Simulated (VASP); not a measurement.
# Al2Pt (I4mm) in VASP: single point with PBE

Aim: the single point of Al2Pt with PBE.

All numbers are computed with VASP 6.6.1; they aren't measurements. Logs are shortened: lines on timing, memory, paths and dates and some standing lists are left out, and cuts for length are marked.

## 1. The cell of the first run

Symmetry: I4mm, No. 107, tetragonal system. Conventional cell: a = 4.179 Å, b = 4.179 Å, c = 5.910 Å, α = 90.00°, β = 90.00°, γ = 90.00°. Within 3.3 Å of Al (site symmetry 2mm) lie 4 Pt at 2.48 to 2.65 Å and 6 Al at 2.96 Å. Within 3.3 Å of Pt (site symmetry 4mm) lie 8 Al at 2.48 to 2.65 Å.

## 2. Single point, PBE

Input file INCAR:

```
ALGO = Fast
EDIFF = 1E-6
ENCUT = 520
GGA = PE
ISIF = 2
ISMEAR = 0
LASPH = T
LCHARG = F
LREAL = F
LWAVE = F
NBANDS = 15
NELM = 100
PREC = Accurate
SIGMA = 0.05
```

Input file KPOINTS:

```
k-points
0
Gamma
  10 10 10
```

Input file POSCAR:

```
Al2Pt
1.0
    0.0000000000      2.9550000000      2.9550000000
    2.9550000000      0.0000000000      2.9550000000
    2.9550000000      2.9550000000      0.0000000000
Al Pt
2 1
Direct
    0.2500000000      0.2500000000      0.2500000000
    0.7500000000      0.7500000000      0.7500000000
    0.0253807107      0.0253807107     -0.0253807107
```

Potentials or basis: VASP PAW PBE potentials, release 64 (Al, Pt).

Run with:

```sh
$ cat potpaw_PBE.64/Al/POTCAR potpaw_PBE.64/Pt/POTCAR > POTCAR
$ mpirun -np 1 vasp_std > vasp.out
```

OUTCAR:

```text
EDIFF = 1E-6
   ENCUT = 520
   GGA = PE
   ISIF = 2
   ISMEAR = 0
   LASPH = T
   LREAL = F
   NELM = 100
   PREC = Accurate

 ion  position               nearest neighbor table
   1  0.250  0.250  0.250-   3 2.48   3 2.48   3 2.65   3 2.65   2 2.96   2 2.96   2 2.96   2 2.96
                             2 2.96   2 2.96
   2  0.750  0.750  0.750-   3 2.48   3 2.48   3 2.65   3 2.65   1 2.96   1 2.96   1 2.96   1 2.96
                             1 2.96   1 2.96
   3  0.025  0.025  0.975-   1 2.48   2 2.48   2 2.48   1 2.48   2 2.65   2 2.65   1 2.65   1 2.65

  LATTYP: Found a face centered cubic cell.
 ALAT       =     5.9100000000

  Lattice vectors:

 A1 = (   0.0000000000,   2.9550000000,   2.9550000000)
 A2 = (   2.9550000000,   0.0000000000,   2.9550000000)
 A3 = (   2.9550000000,   2.9550000000,   0.0000000000)

Analysis of symmetry for initial positions (statically):
=====================================================================
 Subroutine PRICEL returns:
 Original cell was already a primitive cell.

 Routine SETGRP: Setting up the symmetry group for a
 face centered cubic supercell.

 Subroutine GETGRP returns: Found  8 space group operations
 (whereof  8 operations were pure point group operations)
 out of a pool of 48 trial point group operations.

The static configuration has the point symmetry C_4v.

Analysis of symmetry for dynamics (positions and initial velocities):
=====================================================================
 Subroutine PRICEL returns:
 Original cell was already a primitive cell.

 Routine SETGRP: Setting up the symmetry group for a
 face centered cubic supercell.

 Subroutine GETGRP returns: Found  8 space group operations
 (whereof  8 operations were pure point group operations)
 out of a pool of 48 trial point group operations.

The dynamic configuration has the point symmetry C_4v.

 Subroutine INISYM returns: Found  8 space group operations
 (whereof  8 operations are pure point group operations),
 and found     1 'primitive' translations

----------------------------------------------------------------------------------------

                                     Primitive cell

  volume of cell :      51.6063

  direct lattice vectors                    reciprocal lattice vectors
     0.000000000  2.955000000  2.955000000    -0.169204738  0.169204738  0.169204738
     2.955000000  0.000000000  2.955000000     0.169204738 -0.169204738  0.169204738
     2.955000000  2.955000000  0.000000000     0.169204738  0.169204738 -0.169204738

  length of vectors
     4.179001077  4.179001077  4.179001077     0.293071203  0.293071203  0.293071203

  position of ions in fractional coordinates (direct lattice)
     0.250000000  0.250000000  0.250000000
     0.750000000  0.750000000  0.750000000
     0.025380711  0.025380711  0.974619289

  ion indices of the primitive-cell ions
   primitive index   ion index
                 1           1
                 2           2
                 3           3

----------------------------------------------------------------------------------------

 KPOINTS: k-points

Automatic generation of k-mesh.
 Grid dimensions read from file:
 generate k-points for:   10   10   10

 Generating k-lattice:

  Cartesian coordinates                     Fractional coordinates (reciprocal lattice)
    -0.016920474  0.016920474  0.016920474     0.100000000  0.000000000  0.000000000
     0.016920474 -0.016920474  0.016920474     0.000000000  0.100000000  0.000000000
     0.016920474  0.016920474 -0.016920474     0.000000000  0.000000000  0.100000000

  Length of vectors
     0.029307120  0.029307120  0.029307120

  Shift w.r.t. Gamma in fractional coordinates (k-lattice)
     0.000000000  0.000000000  0.000000000

 Subroutine IBZKPT returns following result:
 ===========================================

 Found    102 irreducible k-points:

 Following reciprocal coordinates:
            Coordinates               Weight
  0.000000  0.000000  0.000000      1.000000
  0.100000  0.000000  0.000000      8.000000
  0.200000  0.000000  0.000000      8.000000
  0.300000  0.000000  0.000000      8.000000
  0.400000  0.000000  0.000000      8.000000
  0.500000  0.000000  0.000000      4.000000
[... 16 lines left out ...]
 -0.100000  0.100000  0.000000      4.000000
  0.000000 -0.100000  0.100000      8.000000
 [... further k-points ...]
   k-points           NKPTS =    102   k-points in BZ     NKDIM =    102   number of bands    NBANDS=     15
   number of dos      NEDOS =    301   number of ions     NIONS =      3
   total plane-waves  NPLWV =  32768
   dimension x,y,z NGX =    32 NGY =   32 NGZ =   32
   dimension x,y,z NGXF=    64 NGYF=   64 NGZF=   64
   ions per type =               2   1
   NGX,Y,Z   is equivalent  to a cutoff of  12.73, 12.73, 12.73 a.u.
   NGXF,Y,Z  is equivalent  to a cutoff of  25.46, 25.46, 25.46 a.u.
 SYSTEM =  unknown system
   PREC   = accura    normal or accurate (medium, high low for compatibility)
   ISTART =      0    job   : 0-new  1-cont  2-samecut
   ICHARG =      2    charge: 1-file 2-atom 10-const
   ISPIN  =      1    spin polarized calculation?
   LNONCOLLINEAR =      F non collinear calculations
   LSORBIT =      F    spin-orbit coupling
   LASPH  =      T    aspherical Exc in radial PAW
   ENCUT  =  520.0 eV  38.22 Ry    6.18 a.u.   7.77  7.77  7.77*2*pi/ulx,y,z
   NELM   =    100;   NELMIN=  2; NELMDL= -5     # of ELM steps
   EDIFF  = 0.1E-05   stopping-criterion for ELM
   LREAL  =      F    real-space projection
   EDIFFG = 0.1E-04   stopping-criterion for IOM
   NSW    =      0    number of steps for IOM
   IBRION =     -1    ionic relax: 0-MD 1-quasi-New 2-CG
   NFREE  =      0    steps in history (QN), initial steepest desc. (CG)
   ISIF   =      2    stress and relaxation
   ISYM   =      2    0-nonsym 1-usesym 2-fastsym
   POTIM  = 0.5000    time-step for ionic-motion
   TEBEG  =    0.0;   TEEND  =   0.0 temperature during run
   PSTRESS=    0.0 pullay stress
   NELECT =      16.0000    total number of electrons
   NUPDOWN=      -1.0000    fix difference up-down
   EMIN   =  10.00;   EMAX   =-10.00  energy-range for DOS
   EFERMI =   0.00;   METHOD = LEGACY
   ISMEAR =     0;   SIGMA  =   0.05  broadening in eV -4-tet -1-fermi 0-gaus
   EFERMI_NEDOS =   21; number of points for ismear=-14 and -15
   IALGO  =     68    algorithm
   IMIX   =      4    mixing-type and parameters
     AMIX     =   0.40;   BMIX     =  1.00
     AMIX_MAG =   1.60;   BMIX_MAG =  1.00
  volume/ion in A,a.u.               =      17.20       116.09
  Fermi-wavevector in a.u.,A,eV,Ry     =   1.108019  2.093853 16.703966  1.227707
  Thomas-Fermi vector in A             =   2.244541
   LORBIT       =      0    0 simple, 1 ext, 2 COOP (PROOUT), +10 PAW based schemes
   GGA     = PE    functional components
   LHFCALC =     F    Hartree Fock is set to
   AEXX    =    0.0000 exact exchange contribution
   IVDW    =     0    specifies the selected vdW correction
   LEPSILON=     F    determine dielectric tensor
   LRPA    =     F    only Hartree local field effects (RPA)
 non-spin polarized calculation
 RMM-DIIS sequential band-by-band and
 Gauss-broadening in eV      SIGMA  =   0.05
  energy-cutoff  :      520.00
  volume of cell :       51.61
 maximum number of plane-waves:      1411
   NGX = 15   NGY = 15   NGZ = 15

 number of electron      16.0000001 magnetization

 Free energy of the ion-electron system (eV)
  ---------------------------------------------------
  ext. energy  EPLUGINS =         0.00000000
  ---------------------------------------------------
  free energy    TOTEN  =       -16.15543729 eV

  energy without entropy =      -16.15381435  energy(sigma->0) =      -16.15462582

 E-fermi :   7.8728     XC(G=0): -10.6983

 val. band max:        7.8603651064   @ k =   0.5000   0.3000   0.1000
 cond. band min:       7.8764935774   @ k =   0.1000   0.5000   0.3000
 fundamental gap:      0.0161284710
 Fermi energy:         7.8727693129

 k-point     1 :       0.0000    0.0000    0.0000
  band No.  band energies     occupation
      1      -2.3274      2.00000
      2       2.8030      2.00000
      3       2.8527      2.00000
      4       2.8527      2.00000
      5       4.1624      2.00000
      6       4.1879      2.00000
      7      10.7845      0.00000
      8      11.6495      0.00000
      9      11.6495      0.00000
     10      11.7499      0.00000
     11      13.3185      0.00000
     12      13.3185      0.00000
     13      13.4167      0.00000
     14      14.2538      0.00000
     15      14.3025      0.00000

 k-point     2 :       0.1000    0.0000    0.0000
  band No.  band energies     occupation
      1      -2.1897      2.00000
      2       2.7489      2.00000
      3       2.8712      2.00000
      4       2.8983      2.00000
      5       4.1461      2.00000
      6       4.1721      2.00000
      7      10.0305      0.00000
      8      10.9877      0.00000
      9      11.2975      0.00000
     10      11.4542      0.00000
     11      13.6298      0.00000
     12      13.6996      0.00000
     13      13.8611      0.00000
     14      14.0790      0.00000
     15      14.1402      0.00000

 k-point     3 :       0.2000    0.0000    0.0000
  band No.  band energies     occupation
      1      -1.7865      2.00000
      2       2.5440      2.00000
      3       2.9798      2.00000
      4       3.0085      2.00000
      5       4.1296      2.00000
      6       4.1557      2.00000
      7       7.9762      0.00343
      8      10.5584      0.00000
      9      10.5767      0.00000
     10      11.4866      0.00000
     11      13.2604      0.00000
     12      13.5104      0.00000
     13      13.8007      0.00000
     14      14.7021      0.00000
     15      14.7343      0.00000
[... 343 lines left out ...]
 k-point    23 :      -0.1000    0.1000    0.0000
  band No.  band energies     occupation
      1      -1.9623      2.00000
      2       2.6452      2.00000
      3       2.9210      2.00000
      4       2.9725      2.00000
      5       4.0599      2.00000
      6       4.2176      2.00000
      7       9.1244      0.00000
      8       9.6663      0.00000
      9      11.5390      0.00000
     10      11.6271      0.00000
     11      13.1647      0.00000
     12      13.1811      0.00000
     13      13.8219      0.00000
     14      14.3424      0.00000
     15      14.7377      0.00000

 k-point    24 :       0.0000   -0.1000    0.1000
  band No.  band energies     occupation
      1      -1.9629      2.00000
      2       2.6216      2.00000
      3       2.9502      2.00000
      4       2.9660      2.00000
      5       4.0791      2.00000
      6       4.2015      2.00000
      7       9.1745      0.00000
      8       9.6190      0.00000
      9      11.5434      0.00000
     10      11.5781      0.00000
     11      13.1696      0.00000
     12      13.4015      0.00000
     13      13.6678      0.00000
     14      14.3647      0.00000
     15      14.6459      0.00000

 [... further k-points ...]
[... 5 lines left out ...]
  --------------------------------------------------------------------------------------
  -------------------------------------------------------------------------------------
  Total        1.2250041      1.2250041      0.9363745      0.0000000      0.0000000      0.0000000
  in kB       38.0316928     38.0316928     29.0708487      0.0000000      0.0000000      0.0000000
  external PRESSURE =      35.0447448 kB  Pullay stress =       0.0000000 kB

 VOLUME and BASIS-vectors are now :
 -----------------------------------------------------------------------------
  energy-cutoff  :      520.00
  volume of cell :       51.61
      direct lattice vectors                 reciprocal lattice vectors
     0.000000000  2.955000000  2.955000000    -0.169204738  0.169204738  0.169204738
     2.955000000  0.000000000  2.955000000     0.169204738 -0.169204738  0.169204738
     2.955000000  2.955000000  0.000000000     0.169204738  0.169204738 -0.169204738

 POSITION                                       TOTAL-FORCE (eV/Angst)
 -----------------------------------------------------------------------------------
      1.47750      1.47750      1.47750         0.000000      0.000000      0.662194
      4.43250      4.43250      4.43250        -0.000000     -0.000000      0.662194
      2.95500      2.95500      0.15000         0.000000      0.000000     -1.324388
 -----------------------------------------------------------------------------------
    total drift:                               -0.000000     -0.000000     -0.001700

  FREE ENERGIE OF THE ION-ELECTRON SYSTEM (eV)
  ---------------------------------------------------
  free  energy   TOTEN  =       -16.1554372901 eV

  energy  without entropy=      -16.1538143472  energy(sigma->0) =      -16.15462582
```

Run time: 30 s. Hardware: 1 thread of Intel Xeon 6975P-C (Granite Rapids), shared host; peak memory 0.23 GiB.

Results:

* Free energy: -16.1554 eV
* Pressure: 3.5 GPa
* Largest force: 1.324 eV/Å
* Band gap on the k mesh: zero (band 8 reaches 11.65 eV, above the bottom of band 9 at 6.33 eV)

Forces in eV/Å, atoms in the order of the input:
```
Al   0.000  0.000  0.662
Al   0.000  0.000  0.662
Pt   0.000  0.000 -1.324
```

Caveat: spin-orbit coupling is left out, which moves the levels of the heavy elements; forces of over 1 eV/Å act on the atoms, so gaps and moduli don't describe the material at rest.
